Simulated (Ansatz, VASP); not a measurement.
HfSiO4: VASP beside Ansatz

```
Hf Si O
1.0
     0.00000    3.40549    3.99232
     2.57426    0.00000    3.99232
     2.57426    3.40549    0.00000
Hf Si O
1 1 4
Direct
  0.75000 0.75000 0.75000
  0.50000 0.50000 0.50000
  0.74497 0.25503 0.74497
  0.25503 0.74497 0.25503
  0.71260 0.71260 0.28740
  0.28740 0.28740 0.71260
```

Alike in both runs: functional PBE; k mesh 6 × 6 × 6; occupations gaussian, width 0.1 eV; no spin polarisation.

Ansatz relaxed the structure, and its values are those at the end. VASP's run is a single point on that final structure, the one shown.

|  | VASP | Ansatz |
| --- | --- | --- |
| version | VASP 6.6.1 | Ansatz 0.2.0 |
| potentials or method | VASP PAW PBE potentials, release 64 (Hf_pv, Si, O), cutoff 520 eV | scalar-relativistic, plane waves, PAW |
| valence electrons in the cell | 38 | 54 |

|  | VASP | Ansatz | Ansatz less VASP |
| --- | --- | --- | --- |
| gap on the k mesh at the Fermi level (eV) | 1.03 | 1.06 | +0.032 |
| least direct gap on the mesh (eV) | 1.03 | 1.06 | +0.032 |
| pressure (GPa) | -1.2 | 0.0 | +1.21 |
| rms of the force components (eV/Å) | 0.042 | 0.001 | -0.0417 |

With one functional, cell and mesh, what is left measures potentials, basis and numerics. VASP's potentials hold 38 valence electrons a cell and Ansatz's 54, so a difference there can come from the potentials and not from the codes.

Neither program's run includes spin-orbit coupling.
